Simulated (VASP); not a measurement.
# Sn8O16F (a cell with a defect) (F interstitial hop between voids) in VASP: a series of runs

The runs below take Sn8O16F (a cell with a defect) (F interstitial hop between voids) through single point, with PBE.

Program: VASP 6.6.1. These are calculated values, not measurements. Logs are shortened: lines on timing, memory, paths and dates and some standing lists are left out, and cuts for length are marked.

## (1) The cell of the first run

The cell holds a defect, 25 atoms: a = 6.827 Å, b = 6.827 Å, c = 6.476 Å, α = 90.00°, β = 90.00°, γ = 90.00°.

## (2) Single point, PBE

Input file INCAR:

```
ALGO     = Normal         # electronic algorithm
EDIFF    = 1E-6           # SCF threshold, eV
ENCUT    = 520            # plane-wave cutoff, eV
GGA      = PE             # functional
ISIF     = 2              # what is computed and relaxed
ISMEAR   = -1             # smearing method
LASPH    = T              # aspherical terms in the spheres
LCHARG   = F              # write CHGCAR
LREAL    = Auto         
LWAVE    = F              # write WAVECAR
NBANDS   = 126            # bands
NELECT   = 216.0        
NELM     = 100            # most SCF steps
PREC     = Accurate       # precision mode
SIGMA    = 0.01           # smearing width, eV
```

Input file KPOINTS:

```
k-points
0
Gamma
  1 1 1
```

Input file POSCAR:

```
Sn8O16F
1.0
    4.8274600300      4.8274600300      0.0000000000
   -4.8274600300      4.8274600300      0.0000000000
    0.0000000000      0.0000000000      6.4759066800
Sn O F
8 16 1
Direct
   -0.0061976167      0.4994278293      0.2467928654
    0.4921848145      0.0090580362      0.2439071399
    0.0006551051     -0.0019648610      0.0014064580
    0.4904564235      0.4883808375      0.0116839368
    0.0015432613      0.5061639004      0.7493087240
    0.4912561498     -0.0091571218      0.7478590090
   -0.0113644696      0.0042787744      0.5006462424
    0.5052042661      0.4971102889      0.5062216864
   -0.0119405503      0.8091501018      0.2537672951
    0.5846833042      0.3102088867      0.2780052744
   -0.0288864711      0.1917119609      0.2530865048
    0.4915457558      0.6911831837      0.2552074606
    0.3027657827     -0.0700708605     -0.0124078165
    0.8017340087      0.4965633572     -0.0046820203
    0.1798310896      0.5551652956     -0.0049363444
    0.6876920720      0.0062615924     -0.0042230175
   -0.0129431416      0.8139217591      0.7452633587
    0.4893152566      0.3007871652      0.7542512983
    0.0076037748      0.1969850794      0.7544069821
    0.5055744038      0.6828149771      0.7521914455
    0.2985335358      0.0092496284      0.4939587182
    0.8149057169      0.5170794598      0.5062640718
    0.1952734540      0.4875587602      0.4938356068
    0.6828772653     -0.0138311734      0.5028078589
    0.2970651024      0.2503751259      0.1070794429
```

Potentials or basis: VASP PAW PBE potentials, release 64 (Sn_d, O, F).

On the command line:

```sh
$ cat potpaw_PBE.64/Sn_d/POTCAR potpaw_PBE.64/O/POTCAR potpaw_PBE.64/F/POTCAR > POTCAR
$ mpirun -np 1 vasp_gam > vasp.out
```

OUTCAR:

```text
EDIFF = 1E-6
   ENCUT = 520
   GGA = PE
   ISIF = 2
   ISMEAR = -1
   LASPH = T
   LREAL = Auto
   NELECT = 216.0
   NELM = 100
   PREC = Accurate

 ion  position               nearest neighbor table
   1  0.994  0.499  0.247-  22 2.08  14 2.09  15 2.10  11 2.11  23 2.11   9 2.12  25 2.83   5 3.22
                             5 3.25   4 3.72   8 3.73   3 3.76
   2  0.492  0.009  0.244-  16 2.09  21 2.09  24 2.13  10 2.16  12 2.17  13 2.17  25 2.30   6 3.21
                             6 3.27   4 3.60   3 3.71   8 3.74
   3  0.001  0.998  0.001-  17 2.08   9 2.08  19 2.10  11 2.11  13 2.12  16 2.14  25 2.74   7 3.23
                             7 3.24   2 3.71   6 3.73   5 3.73   1 3.76
   4  0.490  0.488  0.012-  12 2.10  18 2.10  14 2.13  20 2.14  15 2.17  25 2.18  10 2.21   8 3.20
                             8 3.28   2 3.60   1 3.72   5 3.75
   5  0.002  0.506  0.749-  22 2.03  15 2.03  14 2.10  17 2.10  19 2.11  23 2.12   1 3.22   1 3.25
                             3 3.73   8 3.74   4 3.75
   6  0.491  0.991  0.748-  24 2.06  13 2.06  16 2.09  20 2.11  21 2.11  18 2.12   2 3.21   2 3.27
                             8 3.72   3 3.73   7 3.76
   7  0.989  0.004  0.501-  17 2.05  11 2.05   9 2.08  24 2.09  19 2.11  21 2.12   3 3.23   3 3.24
                             6 3.76
   8  0.505  0.497  0.506-  10 2.03  20 2.04  18 2.09  12 2.10  23 2.12  22 2.12   4 3.20   4 3.28
                             6 3.72   1 3.73   5 3.74   2 3.74
   9  0.988  0.809  0.254-   7 2.08   3 2.08   1 2.12
  10  0.585  0.310  0.278-   8 2.03   2 2.16   4 2.21
  11  0.971  0.192  0.253-   7 2.05   1 2.11   3 2.11
  12  0.492  0.691  0.255-   4 2.10   8 2.10   2 2.17
  13  0.303  0.930  0.988-   6 2.06   3 2.12   2 2.17
  14  0.802  0.497  0.995-   1 2.09   5 2.10   4 2.13
[... 8 lines left out ...]
  23  0.195  0.488  0.494-   1 2.11   8 2.12   5 2.12
  24  0.683  0.986  0.503-   6 2.06   7 2.09   2 2.13
  25  0.297  0.250  0.107-   4 2.18   2 2.30   3 2.74   1 2.83

  LATTYP: Found a simple tetragonal cell.
 ALAT       =     6.8270594462
 C/A-ratio  =     0.9485645659

  Lattice vectors:

 A1 = (   4.8274600300,   4.8274600300,   0.0000000000)
 A2 = (  -4.8274600300,   4.8274600300,   0.0000000000)
 A3 = (   0.0000000000,   0.0000000000,   6.4759066800)

Analysis of symmetry for initial positions (statically):
=====================================================================
 Subroutine PRICEL returns:
 Original cell was already a primitive cell.

 Routine SETGRP: Setting up the symmetry group for a
 simple tetragonal supercell.

 Subroutine GETGRP returns: Found  1 space group operations
 (whereof  1 operations were pure point group operations)
 out of a pool of 16 trial point group operations.

The static configuration has the point symmetry C_1 .

Analysis of symmetry for dynamics (positions and initial velocities):
=====================================================================
 Subroutine PRICEL returns:
 Original cell was already a primitive cell.

 Routine SETGRP: Setting up the symmetry group for a
 simple tetragonal supercell.

 Subroutine GETGRP returns: Found  1 space group operations
 (whereof  1 operations were pure point group operations)
 out of a pool of 16 trial point group operations.

The dynamic configuration has the point symmetry C_1 .

 Subroutine INISYM returns: Found  1 space group operations
 (whereof  1 operations are pure point group operations),
 and found     1 'primitive' translations

----------------------------------------------------------------------------------------

                                     Primitive cell

  volume of cell :     301.8339

  direct lattice vectors                    reciprocal lattice vectors
     4.827460030  4.827460030  0.000000000     0.103574136  0.103574136  0.000000000
    -4.827460030  4.827460030  0.000000000    -0.103574136  0.103574136  0.000000000
     0.000000000  0.000000000  6.475906680     0.000000000  0.000000000  0.154418532

  length of vectors
     6.827059446  6.827059446  6.475906680     0.146475947  0.146475947  0.154418532

  position of ions in fractional coordinates (direct lattice)
     0.993802383  0.499427829  0.246792865
     0.492184814  0.009058036  0.243907140
     0.000655105  0.998035139  0.001406458
     0.490456423  0.488380838  0.011683937
     0.001543261  0.506163900  0.749308724
     0.491256150  0.990842878  0.747859009
[... 17 lines left out ...]
     0.682877265  0.986168827  0.502807859
     0.297065102  0.250375126  0.107079443

  ion indices of the primitive-cell ions
   primitive index   ion index
                 1           1
                 2           2
                 3           3
                 4           4
                 5           5
                 6           6
[... 17 lines left out ...]
                24          24
                25          25

----------------------------------------------------------------------------------------

 KPOINTS: k-points

Automatic generation of k-mesh.
 Grid dimensions read from file:
 generate k-points for:    1    1    1

 Generating k-lattice:

  Cartesian coordinates                     Fractional coordinates (reciprocal lattice)
     0.103574136  0.103574136  0.000000000     1.000000000  0.000000000  0.000000000
    -0.103574136  0.103574136  0.000000000     0.000000000  1.000000000  0.000000000
     0.000000000  0.000000000  0.154418532     0.000000000  0.000000000  1.000000000

  Length of vectors
     0.146475947  0.146475947  0.154418532

  Shift w.r.t. Gamma in fractional coordinates (k-lattice)
     0.000000000  0.000000000  0.000000000

 Subroutine IBZKPT returns following result:
 ===========================================

 Found      1 irreducible k-points:

 Following reciprocal coordinates:
            Coordinates               Weight
  0.000000  0.000000  0.000000      1.000000
   k-points           NKPTS =      1   k-points in BZ     NKDIM =      1   number of bands    NBANDS=    126
   number of dos      NEDOS =    301   number of ions     NIONS =     25
   total plane-waves  NPLWV = 139968
   dimension x,y,z NGX =    54 NGY =   54 NGZ =   48
   dimension x,y,z NGXF=   108 NGYF=  108 NGZF=   96
   ions per type =               8  16   1
   NGX,Y,Z   is equivalent  to a cutoff of  13.15, 13.15, 12.32 a.u.
   NGXF,Y,Z  is equivalent  to a cutoff of  26.30, 26.30, 24.64 a.u.
 SYSTEM =  unknown system
   PREC   = accura    normal or accurate (medium, high low for compatibility)
   ISTART =      0    job   : 0-new  1-cont  2-samecut
   ICHARG =      2    charge: 1-file 2-atom 10-const
   ISPIN  =      1    spin polarized calculation?
   LNONCOLLINEAR =      F non collinear calculations
   LSORBIT =      F    spin-orbit coupling
   LASPH  =      T    aspherical Exc in radial PAW
   ENCUT  =  520.0 eV  38.22 Ry    6.18 a.u.  12.69 12.69 12.04*2*pi/ulx,y,z
   NELM   =    100;   NELMIN=  2; NELMDL= -5     # of ELM steps
   EDIFF  = 0.1E-05   stopping-criterion for ELM
   LREAL  =      T    real-space projection
   EDIFFG = 0.1E-04   stopping-criterion for IOM
   NSW    =      0    number of steps for IOM
   IBRION =     -1    ionic relax: 0-MD 1-quasi-New 2-CG
   NFREE  =      0    steps in history (QN), initial steepest desc. (CG)
   ISIF   =      2    stress and relaxation
   ISYM   =      2    0-nonsym 1-usesym 2-fastsym
   POTIM  = 0.5000    time-step for ionic-motion
   TEBEG  =    0.0;   TEEND  =   0.0 temperature during run
   PSTRESS=    0.0 pullay stress
   NELECT =     216.0000    total number of electrons
   NUPDOWN=      -1.0000    fix difference up-down
   EMIN   =  10.00;   EMAX   =-10.00  energy-range for DOS
   EFERMI =   0.00;   METHOD = LEGACY
   ISMEAR =    -1;   SIGMA  =   0.01  broadening in eV -4-tet -1-fermi 0-gaus
   EFERMI_NEDOS =   21; number of points for ismear=-14 and -15
   IALGO  =     38    algorithm
   IMIX   =      4    mixing-type and parameters
     AMIX     =   0.40;   BMIX     =  1.00
     AMIX_MAG =   1.60;   BMIX_MAG =  1.00
  volume/ion in A,a.u.               =      12.07        81.48
  Fermi-wavevector in a.u.,A,eV,Ry     =   1.464323  2.767168 29.174165  2.144241
  Thomas-Fermi vector in A             =   2.580312
   LORBIT       =      0    0 simple, 1 ext, 2 COOP (PROOUT), +10 PAW based schemes
   GGA     = PE    functional components
   LHFCALC =     F    Hartree Fock is set to
   AEXX    =    0.0000 exact exchange contribution
   IVDW    =     0    specifies the selected vdW correction
   LEPSILON=     F    determine dielectric tensor
   LRPA    =     F    only Hartree local field effects (RPA)
 non-spin polarized calculation
  energy-cutoff  :      520.00
  volume of cell :      301.83
 maximum number of plane-waves:      4061
 NGX is ok and might be reduce to    50
   NGX = 25   NGY = 25   NGZ = 25

 number of electron     216.0000062 magnetization

 Free energy of the ion-electron system (eV)
  ---------------------------------------------------
  ext. energy  EPLUGINS =         0.00000000
  ---------------------------------------------------
  free energy    TOTEN  =      -140.87279122 eV

  energy without entropy =     -140.87279122  energy(sigma->0) =     -140.87279122

 E-fermi :   6.2171     XC(G=0): -11.1886

 val. band max:        5.9590751576   @ k =   0.0000   0.0000   0.0000
 cond. band min:       6.5300710318   @ k =   0.0000   0.0000   0.0000
 fundamental gap:      0.5709958742
 Fermi energy:         6.2171213472

 k-point     1 :       0.0000    0.0000    0.0000
  band No.  band energies     occupation
      1     -16.2037      2.00000
      2     -15.3533      2.00000
      3     -15.2679      2.00000
      4     -15.2102      2.00000
      5     -15.1746      2.00000
      6     -15.0917      2.00000
[... 112 lines left out ...]
    119      12.8860      0.00000
    120      13.0509      0.00000
 [bands above 120 left out]

------------------------ aborting loop because EDIFF is reached ----------------------------------------

  FORCE on cell =-STRESS in cart. coord.  units (eV):
  Direction    XX          YY          ZZ          XY          YZ          ZX
  --------------------------------------------------------------------------------------
  -------------------------------------------------------------------------------------
  Total       17.7207849     17.7416067     13.4757310     -0.1633539      2.2318004      0.4903374
  in kB       94.0644639     94.1749891     71.5311099     -0.8671062     11.8467162      2.6027810
  external PRESSURE =      86.5901876 kB  Pullay stress =       0.0000000 kB

 VOLUME and BASIS-vectors are now :
 -----------------------------------------------------------------------------
  energy-cutoff  :      520.00
  volume of cell :      301.83
      direct lattice vectors                 reciprocal lattice vectors
     4.827460030  4.827460030  0.000000000     0.103574136  0.103574136  0.000000000
    -4.827460030  4.827460030  0.000000000    -0.103574136  0.103574136  0.000000000
     0.000000000  0.000000000  6.475906680     0.000000000  0.000000000  0.154418532

 POSITION                                       TOTAL-FORCE (eV/Angst)
 -----------------------------------------------------------------------------------
      2.38657      7.20851      1.59821        -0.004015     -0.004974      0.009610
      2.33228      2.41973      1.57952         0.033659     -0.001456      0.001767
     -4.81481      4.82114      0.00911        -0.007798     -0.007453      0.011392
      0.01002      4.72530      0.07566        -0.017460      0.048326     -0.014405
     -2.43604      2.45094      4.85245        -0.000093      0.005736     -0.006601
     -2.41173      7.15477      4.84307         0.000013      0.003417     -0.009186
[... 17 lines left out ...]
     -1.46413      8.05725      3.25614         0.011338      0.004270      0.000531
      0.22539      2.64275      0.69344        -0.015172     -0.050450      0.002046
 -----------------------------------------------------------------------------------
    total drift:                                0.017040      0.018883      0.001679

  FREE ENERGIE OF THE ION-ELECTRON SYSTEM (eV)
  ---------------------------------------------------
  free  energy   TOTEN  =      -140.8727912213 eV

  energy  without entropy=     -140.8727912213  energy(sigma->0) =     -140.87279122
```

It took 2.3 min on 1 thread of AMD EPYC 7R13, shared host; peak memory 0.31 GiB.

What came out:

* Free energy: -140.8728 eV
* Largest force: 0.053 eV/Å

Forces in eV/Å, atoms in the order of the input:
```
Sn  -0.004 -0.005  0.010
Sn   0.034 -0.001  0.002
Sn  -0.008 -0.007  0.011
Sn  -0.017  0.048 -0.014
Sn   0.000  0.006 -0.007
Sn   0.000  0.003 -0.009
Sn   0.003  0.002  0.003
Sn  -0.008  0.010  0.007
O    0.016 -0.022  0.003
O    0.035 -0.010 -0.022
O   -0.020  0.013 -0.005
O   -0.023  0.019  0.003
O   -0.007 -0.023  0.014
O   -0.018 -0.020 -0.007
O    0.025  0.036  0.002
O    0.014  0.020 -0.005
O    0.012 -0.017 -0.006
O    0.011 -0.019  0.002
O   -0.013  0.019  0.000
O   -0.008  0.010  0.011
O   -0.018 -0.016  0.005
O   -0.022 -0.013  0.000
O    0.020  0.013 -0.001
O    0.011  0.004  0.001
F   -0.015 -0.050  0.002
```

Caveat: the k points lie up to 0.97 Å⁻¹ apart; the cell carries a net charge on a neutralising background, which shifts energy and pressure; the cell is charged against a uniform background, so pressure and absolute levels hang on convention; spin-orbit coupling is left out, which moves the levels of the heavy elements.

## (3) Single point, PBE

Input file INCAR:

```
  PREC = Accurate
  ENCUT = 520
  EDIFF = 1E-6
  ISMEAR = -1
  SIGMA = 0.01
  LREAL = Auto
  LASPH = True
  NELM = 100
  ALGO = Normal
  ISIF = 2
  LWAVE = False
  LCHARG = True
  GGA = PE
  LELF = True
  LVHAR = True
  NELECT = 216.0
  NBANDS = 126
```

Input file KPOINTS:

```
Automatic mesh
0
Gamma
  1 1 1
```

Input file POSCAR:

```
Sn8O16F
1.0
    4.8274600300      4.8274600300      0.0000000000
   -4.8274600300      4.8274600300      0.0000000000
    0.0000000000      0.0000000000      6.4759066800
Sn O F
8 16 1
Direct
    0.0016482228      0.5067495382      0.2510261076
    0.4911776375     -0.0085909307      0.2525129515
    0.0006667564     -0.0013900934     -0.0010756699
    0.4905016802      0.4889774922     -0.0112966777
   -0.0061917945      0.5000064221      0.7535157652
    0.4922680968      0.0095684310      0.7564427551
   -0.0113696175      0.0048539268      0.4996841709
    0.5052424019      0.4977331946      0.4941844055
   -0.0129131386      0.8144901375      0.2550879864
    0.4892007506      0.3013733410      0.2461364234
    0.0077620358      0.1975418692      0.2459166413
    0.5056560001      0.6833823795      0.2481776611
    0.3027651964     -0.0694891581      0.0127630398
    0.8018175339      0.4971094319      0.0050476768
    0.1799373865      0.5556847905      0.0052601670
    0.6877013431      0.0069609789      0.0046308811
   -0.0120515668      0.8097268842      0.7465827807
    0.5846722714      0.3108500072      0.7224371809
   -0.0290550910      0.1922940589      0.7472273523
    0.4917189395      0.6917951312      0.7451954751
    0.2985129154      0.0096497881      0.5064370637
    0.8149513621      0.5176375998      0.4940370324
    0.1953354137      0.4882535810      0.5065286637
    0.6828481828     -0.0132732546      0.4975174596
    0.2969865126      0.2509084376     -0.1067432330
```

Potentials or basis: VASP PAW PBE potentials, release 64 (Sn_d, O, F).

On the command line:

```sh
$ cat potpaw_PBE.64/Sn_d/POTCAR potpaw_PBE.64/O/POTCAR potpaw_PBE.64/F/POTCAR > POTCAR
$ mpirun -np 1 vasp_gam > vasp.out
```

Wall time 2.1 min (1 thread of AMD EPYC 7R13, shared host); peak memory 0.31 GiB.

It converged, with:

- Free energy: -140.8729 eV
- Largest force: 0.054 eV/Å

Forces on the atoms (eV/Å):
```
Sn  -0.004  0.003  0.007
Sn  -0.001  0.012  0.009
Sn  -0.006 -0.006 -0.011
Sn  -0.010  0.037  0.017
Sn  -0.001 -0.003 -0.001
Sn   0.025  0.000  0.001
Sn   0.007 -0.002 -0.002
Sn  -0.004  0.009 -0.011
O    0.012 -0.016  0.003
O    0.012 -0.018 -0.001
O   -0.015  0.019  0.002
O   -0.014  0.012 -0.011
O   -0.003 -0.026 -0.017
O   -0.018 -0.022  0.005
O    0.018  0.036 -0.004
O    0.013  0.020  0.004
O    0.017 -0.020 -0.002
O    0.036 -0.010  0.020
O   -0.017  0.015  0.004
O   -0.023  0.019 -0.001
O   -0.018 -0.012 -0.002
O   -0.022 -0.014  0.000
O    0.019  0.011  0.001
O    0.010  0.008  0.000
F   -0.012 -0.052 -0.009
```

Levels at points of the mesh, in eV from the Fermi level:
| k point | band 105 | band 106 | band 107 | band 108 | band 109 | band 110 | band 111 | band 112 |
| --- | --- | --- | --- | --- | --- | --- | --- | --- |
| (0.00, 0.00, 0.00) | -0.96 | -0.51 | -0.31 | -0.27 | 0.30 | 3.62 | 3.68 | 4.00 |

Caveat: the k points lie up to 0.97 Å⁻¹ apart; the cell carries a net charge on a neutralising background, which shifts energy and pressure; the cell is charged against a uniform background, so pressure and absolute levels hang on convention; spin-orbit coupling is left out, which moves the levels of the heavy elements.

[end of part 1 of 2]
